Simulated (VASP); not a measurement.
A run of VASP 6.6.1 is set up as follows.

Contents of POSCAR:

```
LiF
1.0
    0.0000000000      2.0140000000      2.0140000000
    2.0140000000      0.0000000000      2.0140000000
    2.0140000000      2.0140000000      0.0000000000
F Li
1 1
Direct
    0.5000000000      0.5000000000      0.5000000000
    0.0000000000      0.0000000000      0.0000000000
```

File INCAR.step1:

```
SYSTEM = LiF
PREC = Accurate ; ENCUT = 520
EDIFF = 1E-5 ; ISMEAR = -1
SIGMA = 0.05 ; LREAL = .FALSE.
LASPH = .TRUE. ; NELM = 100
ALGO = Normal ; ISIF = 2
LWAVE = .TRUE. ; LCHARG = .FALSE.
GGA = PE ; NBANDS = 12
```

Contents of INCAR.step2:

```
SYSTEM = LiF
PREC = Accurate ; ENCUT = 520
EDIFF = 1E-6 ; ISMEAR = -1
SIGMA = 0.05 ; LREAL = .FALSE.
LASPH = .TRUE. ; NELM = 100
ALGO = Normal ; ISIF = 2
LWAVE = .FALSE. ; LCHARG = .FALSE.
GGA = PE ; LHFCALC = .TRUE.
AEXX = 0.3 ; HFSCREEN = 0.2
PRECFOCK = Normal ; ISTART = 1
NBANDS = 12
```

Contents of KPOINTS:

```
regular mesh
0
G
  6 6 6
  0 0 0
```

Potentials or basis: VASP PAW PBE potentials, release 64 (F, Li_sv).

Launch:

```console
$ cat potpaw_PBE.64/F/POTCAR potpaw_PBE.64/Li_sv/POTCAR > POTCAR
$ cp INCAR.step1 INCAR
$ mpirun -np 1 vasp_std > vasp.out
$ cp INCAR.step2 INCAR
$ mpirun -np 1 vasp_std > vasp.out
```

Q: Estimate the band gap on the k mesh.

A: 11.88 eV, direct.

Caveat: the k points lie up to 0.45 Å⁻¹ apart.
